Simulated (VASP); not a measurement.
# CdS (zincblende type) (F-43m) in VASP: notebook

CdS (zincblende type) is run at these levels: PBEsol; tasks: single point.

All numbers are computed with VASP 6.6.1; they aren't measurements. Logs are shortened: lines on timing, memory, paths and dates and some standing lists are left out, and cuts for length are marked.

### Step 1. The cell of the first run

The structure is cubic, space group F-43m (No. 216). The conventional cell has a = 5.496 Å, b = 5.496 Å, c = 5.496 Å, α = 90.00°, β = 90.00°, γ = 90.00°. Within 3.1 Å of Cd (site symmetry -43m) lie 4 S at 2.38 Å. Within 3.1 Å of S (site symmetry -43m) lie 4 Cd at 2.38 Å.

### Step 2. Single point, PBEsol (volume scaled by 0.84)

INCAR reads:

```
PREC = Accurate
ENCUT = 520
EDIFF = 1E-6
ISMEAR = -1
SIGMA = 0.08
LREAL = F
LASPH = T
NELM = 100
ALGO = Normal
ISIF = 2
LWAVE = F
LCHARG = T
GGA = PS
LELF = T
LVHAR = T
NBANDS = 16
```

KPOINTS reads:

```
regular mesh
0
Gamma
  11 11 11
```

POSCAR reads:

```
CdS
1.0
    0.0000000000      2.7477710619      2.7477710619
    2.7477710619      0.0000000000      2.7477710619
    2.7477710619      2.7477710619      0.0000000000
Cd S
1 1
Direct
    0.0000000000      0.0000000000      0.0000000000
    0.2500000000      0.2500000000      0.2500000000
```

Potentials or basis: VASP PAW PBE potentials, release 64 (Cd, S).

Command:

```sh
cat potpaw_PBE.64/Cd/POTCAR potpaw_PBE.64/S/POTCAR > POTCAR
mpirun -np 1 vasp_std > vasp.out
```

OUTCAR:

```text
PREC = Accurate
   ENCUT = 520
   EDIFF = 1E-6
   ISMEAR = -1
   LREAL = F
   LASPH = T
   NELM = 100
   ISIF = 2
   GGA = PS

 ion  position               nearest neighbor table
   1  0.000  0.000  0.000-   2 2.38   2 2.38   2 2.38   2 2.38
   2  0.250  0.250  0.250-   1 2.38   1 2.38   1 2.38   1 2.38

  LATTYP: Found a face centered cubic cell.
 ALAT       =     5.4955421238

  Lattice vectors:

 A1 = (   0.0000000000,   2.7477710619,   2.7477710619)
 A2 = (   2.7477710619,   0.0000000000,   2.7477710619)
 A3 = (   2.7477710619,   2.7477710619,   0.0000000000)

Analysis of symmetry for initial positions (statically):
=====================================================================
 Subroutine PRICEL returns:
 Original cell was already a primitive cell.

 Routine SETGRP: Setting up the symmetry group for a
 face centered cubic supercell.

 Subroutine GETGRP returns: Found 24 space group operations
 (whereof 24 operations were pure point group operations)
 out of a pool of 48 trial point group operations.

The static configuration has the point symmetry T_d .

Analysis of symmetry for dynamics (positions and initial velocities):
=====================================================================
 Subroutine PRICEL returns:
 Original cell was already a primitive cell.

 Routine SETGRP: Setting up the symmetry group for a
 face centered cubic supercell.

 Subroutine GETGRP returns: Found 24 space group operations
 (whereof 24 operations were pure point group operations)
 out of a pool of 48 trial point group operations.

The dynamic configuration has the point symmetry T_d .

 Subroutine INISYM returns: Found 24 space group operations
 (whereof 24 operations are pure point group operations),
 and found     1 'primitive' translations

----------------------------------------------------------------------------------------

                                     Primitive cell

  volume of cell :      41.4927

  direct lattice vectors                    reciprocal lattice vectors
     0.000000000  2.747771062  2.747771062    -0.181965669  0.181965669  0.181965669
     2.747771062  0.000000000  2.747771062     0.181965669 -0.181965669  0.181965669
     2.747771062  2.747771062  0.000000000     0.181965669  0.181965669 -0.181965669

  length of vectors
     3.885935102  3.885935102  3.885935102     0.315173784  0.315173784  0.315173784

  position of ions in fractional coordinates (direct lattice)
     0.000000000  0.000000000  0.000000000
     0.250000000  0.250000000  0.250000000

  ion indices of the primitive-cell ions
   primitive index   ion index
                 1           1
                 2           2

----------------------------------------------------------------------------------------

 KPOINTS: regular mesh

Automatic generation of k-mesh.
 Grid dimensions read from file:
 generate k-points for:   11   11   11

 Generating k-lattice:

  Cartesian coordinates                     Fractional coordinates (reciprocal lattice)
    -0.016542334  0.016542334  0.016542334     0.090909091  0.000000000  0.000000000
     0.016542334 -0.016542334  0.016542334     0.000000000  0.090909091  0.000000000
     0.016542334  0.016542334 -0.016542334     0.000000000  0.000000000  0.090909091

  Length of vectors
     0.028652162  0.028652162  0.028652162

  Shift w.r.t. Gamma in fractional coordinates (k-lattice)
     0.000000000  0.000000000  0.000000000

 Subroutine IBZKPT returns following result:
 ===========================================

 Found     56 irreducible k-points:

 Following reciprocal coordinates:
            Coordinates               Weight
  0.000000  0.000000  0.000000      1.000000
  0.090909  0.000000  0.000000      8.000000
  0.181818  0.000000  0.000000      8.000000
  0.272727  0.000000  0.000000      8.000000
  0.363636  0.000000  0.000000      8.000000
  0.454545  0.000000  0.000000      8.000000
[... 16 lines left out ...]
 -0.272727  0.181818  0.000000     24.000000
 -0.181818  0.181818  0.000000     12.000000
 [... further k-points ...]
   k-points           NKPTS =     56   k-points in BZ     NKDIM =     56   number of bands    NBANDS=     16
   number of dos      NEDOS =    301   number of ions     NIONS =      2
   total plane-waves  NPLWV =  27000
   dimension x,y,z NGX =    30 NGY =   30 NGZ =   30
   dimension x,y,z NGXF=    60 NGYF=   60 NGZF=   60
   ions per type =               1   1
   NGX,Y,Z   is equivalent  to a cutoff of  12.83, 12.83, 12.83 a.u.
   NGXF,Y,Z  is equivalent  to a cutoff of  25.67, 25.67, 25.67 a.u.
 SYSTEM =  unknown system
   PREC   = accura    normal or accurate (medium, high low for compatibility)
   ISTART =      0    job   : 0-new  1-cont  2-samecut
   ICHARG =      2    charge: 1-file 2-atom 10-const
   ISPIN  =      1    spin polarized calculation?
   LNONCOLLINEAR =      F non collinear calculations
   LSORBIT =      F    spin-orbit coupling
   LASPH  =      T    aspherical Exc in radial PAW
   ENCUT  =  520.0 eV  38.22 Ry    6.18 a.u.   7.23  7.23  7.23*2*pi/ulx,y,z
   NELM   =    100;   NELMIN=  2; NELMDL= -5     # of ELM steps
   EDIFF  = 0.1E-05   stopping-criterion for ELM
   LREAL  =      F    real-space projection
   EDIFFG = 0.1E-04   stopping-criterion for IOM
   NSW    =      0    number of steps for IOM
   IBRION =     -1    ionic relax: 0-MD 1-quasi-New 2-CG
   NFREE  =      0    steps in history (QN), initial steepest desc. (CG)
   ISIF   =      2    stress and relaxation
   ISYM   =      2    0-nonsym 1-usesym 2-fastsym
   POTIM  = 0.5000    time-step for ionic-motion
   TEBEG  =    0.0;   TEEND  =   0.0 temperature during run
   PSTRESS=    0.0 pullay stress
   NELECT =      18.0000    total number of electrons
   NUPDOWN=      -1.0000    fix difference up-down
   EMIN   =  10.00;   EMAX   =-10.00  energy-range for DOS
   EFERMI =   0.00;   METHOD = LEGACY
   ISMEAR =    -1;   SIGMA  =   0.08  broadening in eV -4-tet -1-fermi 0-gaus
   EFERMI_NEDOS =   21; number of points for ismear=-14 and -15
   IALGO  =     38    algorithm
   IMIX   =      4    mixing-type and parameters
     AMIX     =   0.40;   BMIX     =  1.00
     AMIX_MAG =   1.60;   BMIX_MAG =  1.00
  volume/ion in A,a.u.               =      20.75       140.00
  Fermi-wavevector in a.u.,A,eV,Ry     =   1.239296  2.341930 20.896577  1.535855
  Thomas-Fermi vector in A             =   2.373785
   LORBIT       =      0    0 simple, 1 ext, 2 COOP (PROOUT), +10 PAW based schemes
   GGA     = PS    functional components
   LHFCALC =     F    Hartree Fock is set to
   AEXX    =    0.0000 exact exchange contribution
   IVDW    =     0    specifies the selected vdW correction
   LEPSILON=     F    determine dielectric tensor
   LRPA    =     F    only Hartree local field effects (RPA)
 non-spin polarized calculation
  energy-cutoff  :      520.00
  volume of cell :       41.49
 maximum number of plane-waves:      1139
 NGX is ok and might be reduce to    30
   NGX = 15   NGY = 15   NGZ = 15

 number of electron      18.0000005 magnetization

 Free energy of the ion-electron system (eV)
  ---------------------------------------------------
  ext. energy  EPLUGINS =         0.00000000
  ---------------------------------------------------
  free energy    TOTEN  =        -6.44795528 eV

  energy without entropy =       -6.44795353  energy(sigma->0) =       -6.44795441

 E-fermi :   3.7330     XC(G=0): -10.2447

 val. band max:        2.9595695132   @ k =   0.0000   0.0000   0.0000
 cond. band min:       4.3125408922   @ k =   0.0000   0.0000   0.0000
 fundamental gap:      1.3529713789
 Fermi energy:         3.7330080712

 k-point     1 :       0.0000    0.0000    0.0000
  band No.  band energies     occupation
      1     -10.7280      2.00000
      2      -5.6659      2.00000
      3      -5.6659      2.00000
      4      -5.6659      2.00000
      5      -4.8895      2.00000
      6      -4.8895      2.00000
[... 8 lines left out ...]
     15      14.6374      0.00000
     16      15.0890      0.00000

 k-point     2 :       0.0909    0.0000    0.0000
  band No.  band energies     occupation
      1     -10.6784      2.00000
      2      -5.6467      2.00000
      3      -5.6467      2.00000
      4      -5.6388      2.00000
      5      -4.8913      2.00000
      6      -4.8913      2.00000
[... 8 lines left out ...]
     15      14.1536      0.00000
     16      15.4151      0.00000

 k-point     3 :       0.1818    0.0000    0.0000
  band No.  band energies     occupation
      1     -10.5442      2.00000
      2      -5.5980      2.00000
      3      -5.5980      2.00000
      4      -5.5378      2.00000
      5      -4.8916      2.00000
      6      -4.8916      2.00000
[... 8 lines left out ...]
     15      13.6455      0.00000
     16      14.9248      0.00000

 k-point     4 :       0.2727    0.0000    0.0000
  band No.  band energies     occupation
      1     -10.3669      2.00000
      2      -5.5420      2.00000
      3      -5.5420      2.00000
      4      -5.3128      2.00000
      5      -4.8799      2.00000
      6      -4.8799      2.00000
[... 8 lines left out ...]
     15      13.7525      0.00000
     16      14.3754      0.00000

 k-point     5 :       0.3636    0.0000    0.0000
  band No.  band energies     occupation
      1     -10.2040      2.00000
      2      -5.5012      2.00000
      3      -5.5012      2.00000
      4      -4.9200      2.00000
      5      -4.8536      2.00000
      6      -4.8536      2.00000
[... 8 lines left out ...]
     15      14.5398      0.00000
     16      14.5398      0.00000

 k-point     6 :       0.4545    0.0000    0.0000
  band No.  band energies     occupation
      1     -10.1082      2.00000
      2      -5.4827      2.00000
      3      -5.4827      2.00000
      4      -4.8299      2.00000
      5      -4.8299      2.00000
      6      -4.4364      2.00000
[... 8 lines left out ...]
     15      15.5747      0.00000
     16      15.5747      0.00000
[... 267 lines left out ...]
 k-point    21 :      -0.4545    0.1818    0.0000
  band No.  band energies     occupation
      1     -10.0245      2.00000
      2      -5.4481      2.00000
      3      -5.3739      2.00000
      4      -4.9475      2.00000
      5      -4.8292      2.00000
      6      -4.1983      2.00000
[... 8 lines left out ...]
     15      15.4499      0.00000
     16      16.3443      0.00000

 k-point    22 :      -0.3636    0.1818    0.0000
  band No.  band energies     occupation
      1     -10.0554      2.00000
      2      -5.4473      2.00000
      3      -5.3978      2.00000
      4      -4.9222      2.00000
      5      -4.8749      2.00000
      6      -4.3905      2.00000
[... 8 lines left out ...]
     15      15.1075      0.00000
     16      16.2951      0.00000

 k-point    23 :      -0.2727    0.1818    0.0000
  band No.  band energies     occupation
      1     -10.1606      2.00000
      2      -5.4585      2.00000
      3      -5.4473      2.00000
      4      -5.0451      2.00000
      5      -4.9154      2.00000
      6      -4.7100      2.00000
[... 8 lines left out ...]
     15      16.0400      0.00000
     16      16.3298      0.00000

 k-point    24 :      -0.1818    0.1818    0.0000
  band No.  band energies     occupation
      1     -10.3086      2.00000
      2      -5.5137      2.00000
      3      -5.4930      2.00000
      4      -5.2920      2.00000
      5      -4.9284      2.00000
      6      -4.8157      2.00000
[... 8 lines left out ...]
     15      14.9778      0.00000
     16      16.7559      0.00000

 [... further k-points ...]
[... 5 lines left out ...]
  --------------------------------------------------------------------------------------
  -------------------------------------------------------------------------------------
  Total        4.3542849      4.3542849      4.3542849     -0.0000000      0.0000000     -0.0000000
  in kB      168.1340953    168.1340953    168.1340953     -0.0000000      0.0000000     -0.0000000
  external PRESSURE =     168.1340953 kB  Pullay stress =       0.0000000 kB

 VOLUME and BASIS-vectors are now :
 -----------------------------------------------------------------------------
  energy-cutoff  :      520.00
  volume of cell :       41.49
      direct lattice vectors                 reciprocal lattice vectors
     0.000000000  2.747771062  2.747771062    -0.181965669  0.181965669  0.181965669
     2.747771062  0.000000000  2.747771062     0.181965669 -0.181965669  0.181965669
     2.747771062  2.747771062  0.000000000     0.181965669  0.181965669 -0.181965669

 POSITION                                       TOTAL-FORCE (eV/Angst)
 -----------------------------------------------------------------------------------
      0.00000      0.00000      0.00000        -0.000000     -0.000000     -0.000000
      1.37389      1.37389      1.37389         0.000000      0.000000      0.000000
 -----------------------------------------------------------------------------------
    total drift:                               -0.000000     -0.000000     -0.000000

  FREE ENERGIE OF THE ION-ELECTRON SYSTEM (eV)
  ---------------------------------------------------
  free  energy   TOTEN  =        -6.4479552801 eV

  energy  without entropy=       -6.4479535318  energy(sigma->0) =       -6.44795441
```

It took 64 s on 1 thread of Intel Xeon 8259CL, shared host; peak memory 0.19 GiB.

What came out:

```
Free energy            : -6.4480 eV
Pressure               : 16.8 GPa
Band gap on the k mesh : 1.35 eV, direct
```

Caveat: the PAW data sets were made with another functional, which shifts forces and pressure a little.

### Step 3. Single point, PBEsol (volume scaled by 0.92)

INCAR reads:

```
ALGO = Normal
EDIFF = 1E-7
ENCUT = 520
GGA = PS
ISIF = 2
ISMEAR = -1
LASPH = T
LCHARG = F
LREAL = F
LWAVE = F
NBANDS = 16
NELM = 80
PREC = Accurate
SIGMA = 0.08
```

KPOINTS reads:

```
k-points
0
Gamma
  11 11 11
```

POSCAR reads:

```
CdS
1.0
    0.0000000000      2.8323704791      2.8323704791
    2.8323704791      0.0000000000      2.8323704791
    2.8323704791      2.8323704791      0.0000000000
Cd S
1 1
Direct
    0.0000000000      0.0000000000      0.0000000000
    0.2500000000      0.2500000000      0.2500000000
```

Potentials or basis: VASP PAW PBE potentials, release 64 (Cd, S).

Command:

```sh
cat potpaw_PBE.64/Cd/POTCAR potpaw_PBE.64/S/POTCAR > POTCAR
mpirun -np 1 vasp_std > vasp.out
```

It took 68 s on 1 thread of Intel Xeon 8259CL, shared host; peak memory 0.19 GiB.

It converged, with:

| Item | Value |
| --- | --- |
| Free energy | -6.7302 eV |
| Pressure | 6.8 GPa |
| Band gap on the k mesh | 1.19 eV, direct |

Levels at points of the mesh, in eV from the valence-band top:
```
           k point  band 7  band 8  band 9  band 10  band 11  band 12
(0.00, 0.00, 0.00)    0.00    0.00    0.00     1.19     6.40     6.40
```

Caveat: the PAW data sets were made with another functional, which shifts forces and pressure a little.
